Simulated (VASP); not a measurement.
# TiAl (P-6m2) in VASP: notebook

Runs on TiAl. Level: PBEsol. Tasks: single point.

All numbers are computed with VASP 6.6.1; they aren't measurements. Logs are shortened: lines on timing, memory, paths and dates and some standing lists are left out, and cuts for length are marked.

**1. The cell of the first run**

Symmetry: P-6m2, No. 187, hexagonal system. The conventional cell has a = 2.800 Å, b = 2.800 Å, c = 4.989 Å, α = 90.00°, β = 90.00°, γ = 120.00°. Ti (site symmetry -6m2) has 6 Ti at 2.80 Å and 6 Al at 2.97 Å within 3.7 Å. Al (site symmetry -6m2) has 6 Al at 2.80 Å and 6 Ti at 2.97 Å within 3.7 Å.

**2. Single point, PBEsol**

Input file INCAR:

```
PREC = Accurate ; ENCUT = 520
EDIFF = 1E-6 ; ISMEAR = 0
SIGMA = 0.15 ; LREAL = F
LASPH = T ; NELM = 80
ALGO = Fast ; ISIF = 2
LWAVE = F ; LCHARG = F
GGA = PS ; NBANDS = 14
```

Input file KPOINTS:

```
regular mesh
0
Gamma
  18 18 10
```

Input file POSCAR:

```
TiAl
1.0
    2.8001000000      0.0000000000      0.0000000000
   -1.4000500000      2.4249577331      0.0000000000
    0.0000000000      0.0000000000      4.9887000000
Ti Al
1 1
Direct
    0.0000000000      0.0000000000      0.0000000000
    0.3333333333      0.6666666667      0.5000000000
```

Potentials or basis: VASP PAW PBE potentials, release 64 (Ti_sv, Al).

On the command line:

```sh
> cat potpaw_PBE.64/Ti_sv/POTCAR potpaw_PBE.64/Al/POTCAR > POTCAR
> mpirun -np 1 vasp_std > vasp.out
```

OUTCAR:

```text
PREC = Accurate
   ENCUT = 520
   EDIFF = 1E-6
   ISMEAR = 0
   LREAL = F
   LASPH = T
   NELM = 80
   ISIF = 2
   GGA = PS

 ion  position               nearest neighbor table
   1  0.000  0.000  0.000-   2 2.97   2 2.97   2 2.97   2 2.97   2 2.97   2 2.97
   2  0.333  0.667  0.500-   1 2.97   1 2.97   1 2.97   1 2.97   1 2.97   1 2.97

  LATTYP: Found a hexagonal cell.
 ALAT       =     2.8001000000
 C/A-ratio  =     1.7816149423

  Lattice vectors:

 A1 = (   2.8001000000,   0.0000000000,   0.0000000000)
 A2 = (  -1.4000500000,   2.4249577331,   0.0000000000)
 A3 = (   0.0000000000,   0.0000000000,   4.9887000000)

Analysis of symmetry for initial positions (statically):
=====================================================================
 Subroutine PRICEL returns:
 Original cell was already a primitive cell.

 Routine SETGRP: Setting up the symmetry group for a
 hexagonal supercell.

 Subroutine GETGRP returns: Found 12 space group operations
 (whereof 12 operations were pure point group operations)
 out of a pool of 24 trial point group operations.

The static configuration has the point symmetry D_3h.

Analysis of symmetry for dynamics (positions and initial velocities):
=====================================================================
 Subroutine PRICEL returns:
 Original cell was already a primitive cell.

 Routine SETGRP: Setting up the symmetry group for a
 hexagonal supercell.

 Subroutine GETGRP returns: Found 12 space group operations
 (whereof 12 operations were pure point group operations)
 out of a pool of 24 trial point group operations.

The dynamic configuration has the point symmetry D_3h.

 Subroutine INISYM returns: Found 12 space group operations
 (whereof 12 operations are pure point group operations),
 and found     1 'primitive' translations

----------------------------------------------------------------------------------------

                                     Primitive cell

  volume of cell :      33.8739

  direct lattice vectors                    reciprocal lattice vectors
     2.800100000  0.000000000  0.000000000     0.357130102  0.206189161  0.000000000
    -1.400050000  2.424957733  0.000000000     0.000000000  0.412378322  0.000000000
     0.000000000  0.000000000  4.988700000     0.000000000  0.000000000  0.200453024

  length of vectors
     2.800100000  2.800100000  4.988700000     0.412378322  0.412378322  0.200453024

  position of ions in fractional coordinates (direct lattice)
     0.000000000  0.000000000  0.000000000
     0.333333333  0.666666667  0.500000000

  ion indices of the primitive-cell ions
   primitive index   ion index
                 1           1
                 2           2

----------------------------------------------------------------------------------------

 KPOINTS: regular mesh

Automatic generation of k-mesh.
 Grid dimensions read from file:
 generate k-points for:   18   18   10

 Generating k-lattice:

  Cartesian coordinates                     Fractional coordinates (reciprocal lattice)
     0.019840561  0.011454953  0.000000000     0.055555556  0.000000000  0.000000000
     0.000000000  0.022909907  0.000000000     0.000000000  0.055555556  0.000000000
     0.000000000  0.000000000  0.020045302     0.000000000  0.000000000  0.100000000

  Length of vectors
     0.022909907  0.022909907  0.020045302

  Shift w.r.t. Gamma in fractional coordinates (k-lattice)
     0.000000000  0.000000000  0.000000000

 Subroutine IBZKPT returns following result:
 ===========================================

 Found    222 irreducible k-points:

 Following reciprocal coordinates:
            Coordinates               Weight
  0.000000  0.000000  0.000000      1.000000
  0.055556 -0.000000  0.000000      6.000000
  0.111111 -0.000000  0.000000      6.000000
  0.166667 -0.000000  0.000000      6.000000
  0.222222 -0.000000  0.000000      6.000000
  0.277778  0.000000  0.000000      6.000000
[... 16 lines left out ...]
  0.333333  0.111111  0.000000     12.000000
  0.388889  0.111111  0.000000     12.000000
 [... further k-points ...]
   k-points           NKPTS =    222   k-points in BZ     NKDIM =    222   number of bands    NBANDS=     14
   number of dos      NEDOS =    301   number of ions     NIONS =      2
   total plane-waves  NPLWV =  23040
   dimension x,y,z NGX =    24 NGY =   24 NGZ =   40
   dimension x,y,z NGXF=    48 NGYF=   48 NGZF=   80
   ions per type =               1   1
   NGX,Y,Z   is equivalent  to a cutoff of  14.25, 14.25, 13.33 a.u.
   NGXF,Y,Z  is equivalent  to a cutoff of  28.50, 28.50, 26.66 a.u.
 SYSTEM =  unknown system
   PREC   = accura    normal or accurate (medium, high low for compatibility)
   ISTART =      0    job   : 0-new  1-cont  2-samecut
   ICHARG =      2    charge: 1-file 2-atom 10-const
   ISPIN  =      1    spin polarized calculation?
   LNONCOLLINEAR =      F non collinear calculations
   LSORBIT =      F    spin-orbit coupling
   LASPH  =      T    aspherical Exc in radial PAW
   ENCUT  =  520.0 eV  38.22 Ry    6.18 a.u.   5.21  5.21  9.28*2*pi/ulx,y,z
   NELM   =     80;   NELMIN=  2; NELMDL= -5     # of ELM steps
   EDIFF  = 0.1E-05   stopping-criterion for ELM
   LREAL  =      F    real-space projection
   EDIFFG = 0.1E-04   stopping-criterion for IOM
   NSW    =      0    number of steps for IOM
   IBRION =     -1    ionic relax: 0-MD 1-quasi-New 2-CG
   NFREE  =      0    steps in history (QN), initial steepest desc. (CG)
   ISIF   =      2    stress and relaxation
   ISYM   =      2    0-nonsym 1-usesym 2-fastsym
   POTIM  = 0.5000    time-step for ionic-motion
   TEBEG  =    0.0;   TEEND  =   0.0 temperature during run
   PSTRESS=    0.0 pullay stress
   NELECT =      15.0000    total number of electrons
   NUPDOWN=      -1.0000    fix difference up-down
   EMIN   =  10.00;   EMAX   =-10.00  energy-range for DOS
   EFERMI =   0.00;   METHOD = LEGACY
   ISMEAR =     0;   SIGMA  =   0.15  broadening in eV -4-tet -1-fermi 0-gaus
   EFERMI_NEDOS =   21; number of points for ismear=-14 and -15
   IALGO  =     68    algorithm
   IMIX   =      4    mixing-type and parameters
     AMIX     =   0.40;   BMIX     =  1.00
     AMIX_MAG =   1.60;   BMIX_MAG =  1.00
  volume/ion in A,a.u.               =      16.94       114.30
  Fermi-wavevector in a.u.,A,eV,Ry     =   1.247815  2.358029 21.184848  1.557042
  Thomas-Fermi vector in A             =   2.381930
   LORBIT       =      0    0 simple, 1 ext, 2 COOP (PROOUT), +10 PAW based schemes
   GGA     = PS    functional components
   LHFCALC =     F    Hartree Fock is set to
   AEXX    =    0.0000 exact exchange contribution
   IVDW    =     0    specifies the selected vdW correction
   LEPSILON=     F    determine dielectric tensor
   LRPA    =     F    only Hartree local field effects (RPA)
 non-spin polarized calculation
 RMM-DIIS sequential band-by-band and
 Gauss-broadening in eV      SIGMA  =   0.15
  energy-cutoff  :      520.00
  volume of cell :       33.87
 maximum number of plane-waves:       932
 NGX is ok and might be reduce to    24
   NGX = 11   NGY = 11   NGZ = 19

 number of electron      14.9999997 magnetization

 Free energy of the ion-electron system (eV)
  ---------------------------------------------------
  ext. energy  EPLUGINS =         0.00000000
  ---------------------------------------------------
  free energy    TOTEN  =       -12.82702288 eV

  energy without entropy =      -12.80476971  energy(sigma->0) =      -12.81589630

 E-fermi :   7.7121     XC(G=0): -10.9523

 val. band max:        7.7120172385   @ k =   0.1667   0.1667   0.5000
 cond. band min:       7.7184261643   @ k =   0.3333   0.0556   0.3000
 fundamental gap:      0.0064089257
 Fermi energy:         7.7120963943

 k-point     1 :       0.0000    0.0000    0.0000
  band No.  band energies     occupation
      1     -48.6594      2.00000
      2     -25.0909      2.00000
      3     -24.5676      2.00000
      4     -24.5676      2.00000
      5      -1.3677      2.00000
      6       4.9921      2.00000
      7       5.2162      2.00000
      8       8.9681      0.00000
      9       8.9681      0.00000
     10      10.4807      0.00000
     11      10.6124      0.00000
     12      10.6124      0.00000
     13      21.2585      0.00000
     14      21.2591      0.00000

 k-point     2 :       0.0556   -0.0000    0.0000
  band No.  band energies     occupation
      1     -48.6557      2.00000
      2     -25.0874      2.00000
      3     -24.5901      2.00000
      4     -24.5727      2.00000
      5      -1.2877      2.00000
      6       5.0881      2.00000
      7       5.2433      2.00000
      8       8.8913      0.00000
      9       9.0366      0.00000
     10      10.5075      0.00000
     11      10.5905      0.00000
     12      10.5998      0.00000
     13      19.8371      0.00000
     14      20.4904      0.00000

 k-point     3 :       0.1111   -0.0000    0.0000
  band No.  band energies     occupation
      1     -48.6448      2.00000
      2     -25.0773      2.00000
      3     -24.6545      2.00000
      4     -24.5871      2.00000
      5      -1.0491      2.00000
      6       5.3217      2.00000
      7       5.3648      2.00000
      8       8.6837      0.00000
      9       9.2379      0.00000
     10      10.5277      0.00000
     11      10.5704      0.00000
     12      10.5846      0.00000
     13      17.8479      0.00000
     14      19.5307      0.00000
[... 324 lines left out ...]
 k-point    23 :       0.3333    0.1111    0.0000
  band No.  band energies     occupation
      1     -48.5432      2.00000
      2     -25.1877      2.00000
      3     -24.9831      2.00000
      4     -24.7621      2.00000
      5       2.5606      2.00000
      6       6.1238      2.00000
      7       6.5325      2.00000
      8       7.3851      1.99795
      9       9.4949      0.00000
     10      10.3479      0.00000
     11      11.4836      0.00000
     12      11.5529      0.00000
     13      12.6566      0.00000
     14      14.2049      0.00000

 k-point    24 :       0.3889    0.1111    0.0000
  band No.  band energies     occupation
      1     -48.5328      2.00000
      2     -25.2399      2.00000
      3     -24.9734      2.00000
      4     -24.7803      2.00000
      5       3.5821      2.00000
      6       5.9455      2.00000
      7       6.2198      2.00000
      8       6.8358      2.00000
      9       9.3617      0.00000
     10      10.6058      0.00000
     11      11.4358      0.00000
     12      11.9085      0.00000
     13      13.1377      0.00000
     14      14.1932      0.00000

 [... further k-points ...]
[... 5 lines left out ...]
  --------------------------------------------------------------------------------------
  -------------------------------------------------------------------------------------
  Total        0.0768669      0.0768669     -3.0944463      0.0000000      0.0000000      0.0000000
  in kB        3.6356720      3.6356720   -146.3620334      0.0000000      0.0000000      0.0000000
  external PRESSURE =     -46.3635631 kB  Pullay stress =       0.0000000 kB

 VOLUME and BASIS-vectors are now :
 -----------------------------------------------------------------------------
  energy-cutoff  :      520.00
  volume of cell :       33.87
      direct lattice vectors                 reciprocal lattice vectors
     2.800100000  0.000000000  0.000000000     0.357130102  0.206189161  0.000000000
    -1.400050000  2.424957733  0.000000000     0.000000000  0.412378322  0.000000000
     0.000000000  0.000000000  4.988700000     0.000000000  0.000000000  0.200453024

 POSITION                                       TOTAL-FORCE (eV/Angst)
 -----------------------------------------------------------------------------------
      0.00000      0.00000      0.00000         0.000000      0.000000      0.000000
     -0.00000      1.61664      2.49435        -0.000000      0.000000      0.000000
 -----------------------------------------------------------------------------------
    total drift:                                0.000000     -0.000000      0.000000

  FREE ENERGIE OF THE ION-ELECTRON SYSTEM (eV)
  ---------------------------------------------------
  free  energy   TOTEN  =       -12.8270228785 eV

  energy  without entropy=      -12.8047697127  energy(sigma->0) =      -12.81589630
```

Run time: 2.2 min. Hardware: 1 thread of Intel Xeon Platinum 8488C (Sapphire Rapids), shared host; peak memory 0.24 GiB.

Results:

| Item | Value |
| --- | --- |
| Free energy | -12.8270 eV |
| Pressure | -4.6 GPa |

Caveat: the PAW data sets were made with another functional, which shifts forces and pressure a little.

[end of part 1 of 2]
